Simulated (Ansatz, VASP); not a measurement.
## HfSi7O16: VASP beside Ansatz

```
CELL_PARAMETERS angstrom
-5.10850 3.97895 2.47825
10.21700 -7.95790 4.95650
5.10850 3.97895 -2.47825
ATOMIC_POSITIONS crystal
Hf 0.88974 0.30463 0.46450
Si 0.80846 0.78675 0.45151
Si 0.18332 0.20174 0.53868
Si 0.13530 0.70308 0.54668
Si 0.89963 0.45681 0.77179
Si 0.86106 0.96418 0.75246
Si 0.11799 0.01975 0.23804
Si 0.10733 0.56172 0.23762
O 0.82907 0.39140 0.25263
O 0.83568 0.84349 0.23582
O 0.53180 0.29463 0.72021
O 0.49801 0.82241 0.72722
O 0.92751 0.09195 0.64649
O 0.89680 0.54254 0.59850
O 0.46469 0.09855 0.38840
O 0.43995 0.62613 0.39773
O 0.06637 0.42095 0.74510
O 0.94725 0.91137 0.63632
O 0.07505 0.10530 0.32590
O 0.11209 0.67212 0.31302
O 0.18305 0.31505 0.46389
O 0.02975 0.77308 0.54688
O 0.09732 0.03655 0.00104
O 0.08445 0.56668 0.99957
```

Alike in both runs: functional PBE; k mesh 4 × 2 × 3; occupations fermi-dirac, width 0.01 eV; no spin polarisation.

Ansatz relaxed the structure, and its values are those at the end. VASP's run is a single point on that final structure, the one shown.

|  | VASP | Ansatz |
| --- | --- | --- |
| version | VASP 6.6.1 | Ansatz 0.2.0 |
| potentials or method | VASP PAW PBE potentials, release 64 (Hf_pv, Si, O) | plane-wave PAW, scalar-relativistic |
| plane-wave cutoff (eV) | 520 | 420 |
| valence electrons in the cell | 134 | 150 |

VASP gave:

- gap on the k mesh at the Fermi level (eV): 5.63
- pressure (GPa): 4.1
- rms of the force components (eV/Å): 0.045

Q: Estimate Ansatz's values.

A: gap on the k mesh at the Fermi level (eV): 5.63; pressure (GPa): 4.1; rms of the force components (eV/Å): 0.006.

The functional is the same, so the differences come from potentials, cutoffs and numerics. VASP's potentials hold 134 valence electrons a cell and Ansatz's 150, so a difference there can come from the potentials and not from the codes. Ansatz's warnings: stress scf threshold loose, xc potential rough in thin density.

Neither program's run includes spin-orbit coupling.
